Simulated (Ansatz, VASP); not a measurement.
# Two plane-wave programs on Ag

```
Ag
1.0
     0.00000    1.98181    2.07375
     1.98181    0.00000    2.07375
     1.98181    1.98181    0.00000
Ag
1
Direct
  0.00000 0.00000 0.00000
```

Change from the starting cell: strain -0.030 along x and y, +0.015 along z, atoms carried along.

Alike in both runs: task single point; functional PBE; k mesh 10 × 10 × 10; occupations gaussian, width 0.15 eV; no spin polarisation.

```csv
,VASP,Ansatz
version,VASP 6.6.1,Ansatz 0.2.0
potentials or method,"VASP PAW PBE potentials, release 64 (Ag), cutoff 520 eV","scalar-relativistic, plane waves, PAW"
valence electrons in the cell,11,19
```

Ansatz gave:

| Quantity | Value |
| --- | --- |
| gap on the k mesh at the Fermi level (eV) | none |
| pressure (GPa) | 11.2 |
| traceless stress, the component that is largest in VASP (GPa) | -1.13 |

Problem. Estimate VASP's values.

Solution. gap on the k mesh at the Fermi level (eV): none; pressure (GPa): 11.0; traceless stress, the component that is largest in VASP (GPa): -1.11.

A gap of «none» marks a metal or a gap that the smearing closes. VASP's potentials hold 11 valence electrons a cell and Ansatz's 19, so a difference there can come from the potentials and not from the codes.
